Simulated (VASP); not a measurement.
WS2, 3 atoms in the cell. Symmetry: R3m, No. 160, trigonal system. Conventional cell: a = 3.214 Å, b = 3.214 Å, c = 16.266 Å, α = 90.00°, β = 90.00°, γ = 120.00°. Within 3.3 Å of W (site symmetry 3m) lie 6 S at 2.36 Å and 6 W at 3.21 Å. S (site symmetry 3m) has 3 W at 2.36 Å and 10 S at 2.91 to 3.21 Å within 3.3 Å. S (site symmetry 3m) has 3 W at 2.36 Å and 10 S at 2.91 to 3.21 Å within 3.3 Å. 

* Program: VASP 6.6.1
* Task: single point
* Functional: PBEsol
* Dispersion: D3(BJ)
* Potentials or basis: VASP PAW PBE potentials, release 64 (W_sv, S)
* Cutoff: 520 eV
* k mesh: 12 × 12 × 12
* Occupations: gaussian, width 0.05 eV
* Spin: no spin polarisation
* Dipole correction: no
* Further INCAR settings: ALGO = Normal; EDIFF = 1e-07; NBANDS = 20

Potentials or basis: VASP PAW PBE potentials, release 64 (W_sv, S).

Launch:

```console
$ cat potpaw_PBE.64/W_sv/POTCAR potpaw_PBE.64/S/POTCAR > POTCAR
$ mpirun -np 1 vasp_std > vasp.out
```

Hardware: 1 thread of Intel(R) Xeon(R) Platinum 8259CL CPU @ 2.50GHz (Skylake/Cascade Lake), on a shared host.

Estimate the wall time of this run.

Run time: 7.1 min on 1 thread of Intel(R) Xeon(R) Platinum 8259CL CPU @ 2.50GHz (Skylake/Cascade Lake), on a shared host, peak memory 0.44 GiB. Counts: scf iterations 14, k points 189.
